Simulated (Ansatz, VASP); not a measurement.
## C: VASP beside Ansatz

Contents of INCAR:

```
PREC     = Accurate       # precision mode
ENCUT    = 520            # plane-wave cutoff, eV
EDIFF    = 1E-6           # SCF threshold, eV
ISMEAR   = 0              # smearing method
SIGMA    = 0.05           # smearing width, eV
LREAL    = Auto         
LASPH    = T              # aspherical terms in the spheres
NELM     = 100            # most SCF steps
ALGO     = Normal         # electronic algorithm
ISIF     = 2              # what is computed and relaxed
LWAVE    = F              # write WAVECAR
LCHARG   = T              # write CHGCAR
GGA      = PS             # functional
LELF     = T              # ELF
LVHAR    = T            
NBANDS   = 43             # bands
```

The input KPOINTS:

```
regular mesh
0
Gamma
  6 6 6
```

POSCAR

```
C
1.0
    0.0000000000      3.5537981836     -3.5537981836
   -3.5537981836      0.0000000000     -3.5537981836
   -3.5537981836      3.5537981836      0.0000000000
C
15
Direct
    0.2500000000      0.7500000000      0.2500000000
    0.7500000000      0.2500000000      0.2500000000
    0.2500000000      0.2500000000      0.2500000000
    0.7500000000      0.7500000000      0.7500000000
    0.2500000000      0.7500000000      0.7500000000
    0.7500000000      0.2500000000      0.7500000000
    0.2500000000      0.2500000000      0.7500000000
    0.8750000000      0.3750000000      0.3750000000
    0.3750000000      0.3750000000      0.3750000000
    0.8638534069      0.8638534069      0.3035431863
    0.3750000000      0.8750000000      0.3750000000
    0.8750000000      0.3750000000      0.8750000000
    0.3750000000      0.3750000000      0.8750000000
    0.8750000000      0.8750000000      0.8750000000
    0.3750000000      0.8750000000      0.8750000000
```

Input for Ansatz:

```yaml
crystal:
  lattice:
    - [0.0, 3.5537981836, -3.5537981836]
    - [-3.5537981836, 0.0, -3.5537981836]
    - [-3.5537981836, 3.5537981836, 0.0]
  atoms:
    - { symbol: C, position: [0.25, 0.75, 0.25] }
    - { symbol: C, position: [0.75, 0.25, 0.25] }
    - { symbol: C, position: [0.25, 0.25, 0.25] }
    - { symbol: C, position: [0.75, 0.75, 0.75] }
    - { symbol: C, position: [0.25, 0.75, 0.75] }
    - { symbol: C, position: [0.75, 0.25, 0.75] }
    - { symbol: C, position: [0.25, 0.25, 0.75] }
    - { symbol: C, position: [0.875, 0.375, 0.375] }
    - { symbol: C, position: [0.375, 0.375, 0.375] }
    - { symbol: C, position: [0.8638534069, 0.8638534069, 0.3035431863] }
    - { symbol: C, position: [0.375, 0.875, 0.375] }
    - { symbol: C, position: [0.875, 0.375, 0.875] }
    - { symbol: C, position: [0.375, 0.375, 0.875] }
    - { symbol: C, position: [0.875, 0.875, 0.875] }
    - { symbol: C, position: [0.375, 0.875, 0.875] }
basis:
  ecutwfc: 420
kpoints:
  mp_grid: { grid: [6, 6, 6] }
hamiltonian:
  xc: pbesol
  pseudopotentials: { kind: paw, azcp: { folder: soft_1 } }
scf:
  occupations: { method: gaussian, width: 0.05 }
output:
  forces: true
  stress: true
  eigenvalues: true
```

Change from the starting cell: C vacancy; atom 10 moved 0.250 of the way to it and -0.175 Å across, host rigid.

Alike in both runs: task single point; functional PBEsol; k mesh 6 × 6 × 6; occupations gaussian, width 0.05 eV; no spin polarisation.

```csv
,VASP,Ansatz
version,VASP 6.6.1,Ansatz 0.2.0
potentials or method,"VASP PAW PBE potentials, release 64 (C), cutoff 520 eV","scalar-relativistic, plane waves, PAW"
valence electrons in the cell,60,60
```

```csv
,VASP,Ansatz,Ansatz less VASP
gap on the k mesh at the Fermi level (eV),none,none,-
pressure (GPa),-9.4,-10.4,-1.03
"traceless stress, the component that is largest in VASP (GPa)",9.84,9.85,+0.007
rms of the force components (eV/Å),1.461,1.470,+0.0094
```

VASP's potentials were made for PBE, not for PBEsol, and Ansatz warns of the same on its side. Atom by atom the forces differ by 0.012 eV/Å (rms over components). A gap of «none» marks a metal or a gap that the smearing closes.
